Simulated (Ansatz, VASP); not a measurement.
## H in VASP and in Ansatz

```
H
1.0
    -1.69153    1.66616    2.05847
     1.69153   -1.66616    2.05847
     1.69153    1.66616   -2.05847
H
2
Direct
  0.90986 0.90986 0.00000
  0.09014 0.09014 0.00000
```

Change from the starting cell: strain -0.0150 x Voigt [0, 1, 0, 0, 0, 0], atoms carried along.

Alike in both runs: task single point; functional LDA; k mesh 10 × 10 × 10; occupations gaussian, width 0.05 eV; no spin polarisation.

|  | VASP | Ansatz |
| --- | --- | --- |
| version | VASP 6.6.1 | Ansatz 0.2.0 |
| potentials or method | VASP PAW LDA potentials, release 64 (H), cutoff 520 eV | scalar-relativistic, plane waves, PAW |
| valence electrons in the cell | 2 | 2 |

```tsv
	VASP	Ansatz	Ansatz less VASP
gap on the k mesh at the Fermi level (eV)	8.24	8.24	+0.007
least direct gap on the mesh (eV)	9.15	9.15	+0.006
pressure (GPa)	0.8	0.9	+0.19
traceless stress, the component that is largest in VASP (GPa)	3.34	3.33	-0.005
rms of the force components (eV/Å)	0.562	0.556	-0.0057
```

LDA's correlation is that of Perdew and Zunger in VASP and of Perdew and Wang (1992) in Ansatz. Atom by atom the forces differ by 0.006 eV/Å (rms over components).
